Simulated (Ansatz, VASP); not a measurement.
**One calculation of HfO2, two programs**

The input INCAR:

```
PREC     = Accurate       # precision mode
ENCUT    = 520            # plane-wave cutoff, eV
EDIFF    = 1E-6           # SCF threshold, eV
ISMEAR   = -1             # smearing method
SIGMA    = 0.05           # smearing width, eV
LREAL    = False          # projectors in reciprocal space
LASPH    = True           # aspherical terms in the spheres
NELM     = 80             # most SCF steps
ALGO     = Normal         # electronic algorithm
ISIF     = 2              # what is computed and relaxed
LWAVE    = False          # write WAVECAR
LCHARG   = False          # write CHGCAR
GGA      = RE             # functional
NBANDS   = 31             # bands
```

Contents of KPOINTS:

```
regular mesh
0
Gamma
  8 8 5
```

POSCAR

```
HfO2
1.0
    3.5580193300      0.0000000000      0.0000000000
    0.0000000000      3.5580193300      0.0000000000
    0.0000000000      0.0000000000      5.1718612100
Hf O
2 4
Direct
    0.0000000000      0.0000000000      0.0000000000
    0.5000000000      0.5000000000      0.5000000000
    0.0000000000      0.5000000000      0.1972078800
    0.5000000000      0.0000000000      0.3027921200
    0.5000000000      0.0000000000      0.8027921200
    0.0000000000      0.5000000000      0.6972078800
```

input.yaml

```yaml
crystal:
  lattice:
    - [3.55801933, 0.0, 0.0]
    - [0.0, 3.55801933, 0.0]
    - [0.0, 0.0, 5.17186121]
  atoms:
    - { symbol: Hf, position: [0.0, 0.0, 0.0] }
    - { symbol: Hf, position: [0.5, 0.5, 0.5] }
    - { symbol: O, position: [0.0, 0.5, 0.19720788] }
    - { symbol: O, position: [0.5, 0.0, 0.30279212] }
    - { symbol: O, position: [0.5, 0.0, 0.80279212] }
    - { symbol: O, position: [0.0, 0.5, 0.69720788] }
hamiltonian:
  xc: revpbe
  pseudopotentials: { kind: paw }
kpoints:
  mp_grid: { grid: [8, 8, 5] }
  band_path:
    path:
      - [[0.0, 0.0, 0.0], [0.0, 0.5, 0.0], [0.5, 0.5, 0.0], [0.0, 0.0, 0.0], [0.0, 0.0, 0.5], [0.0, 0.5, 0.5], [0.5, 0.5, 0.5], [0.0, 0.0, 0.5]]
      - [[0.0, 0.5, 0.0], [0.0, 0.5, 0.5]]
      - [[0.5, 0.5, 0.0], [0.5, 0.5, 0.5]]
    npoints: 14
scf:
  occupations: { method: fermi_dirac, width: 0.05 }
  n_extra_bands: 15
output:
  forces: true
  stress: true
  eigenvalues: true
  fatbands: true
```

Alike in both runs: functional revPBE; k mesh 8 × 8 × 5; occupations fermi-dirac, width 0.05 eV; no spin polarisation.

```csv
,VASP,Ansatz
version,VASP 6.6.1,Ansatz 0.2.0
potentials or method,"VASP PAW PBE potentials, release 64 (Hf_pv, O)",Ansatz PAW
plane-wave cutoff (eV),520,420
valence electrons in the cell,44,76
task,single point,band structure
```

VASP gave:

- gap on the k mesh at the Fermi level (eV): 4.81
- least direct gap on the mesh (eV): 4.88
- pressure (GPa): 10.2
- traceless stress, the component that is largest in VASP (GPa): -0.58
- rms of the force components (eV/Å): 0.055

Task: Estimate Ansatz's values.

Result: gap on the k mesh at the Fermi level (eV): 4.84; least direct gap on the mesh (eV): 4.91; pressure (GPa): 13.8; traceless stress, the component that is largest in VASP (GPa): -0.66; rms of the force components (eV/Å): 0.074.

VASP's potentials were made for PBE, not for revPBE. Atom by atom the forces differ by 0.020 eV/Å (rms over components). The functional is the same, so the differences come from potentials, cutoffs and numerics. VASP's potentials hold 44 valence electrons a cell and Ansatz's 76, so a difference there can come from the potentials and not from the codes.

Neither program's run includes spin-orbit coupling.
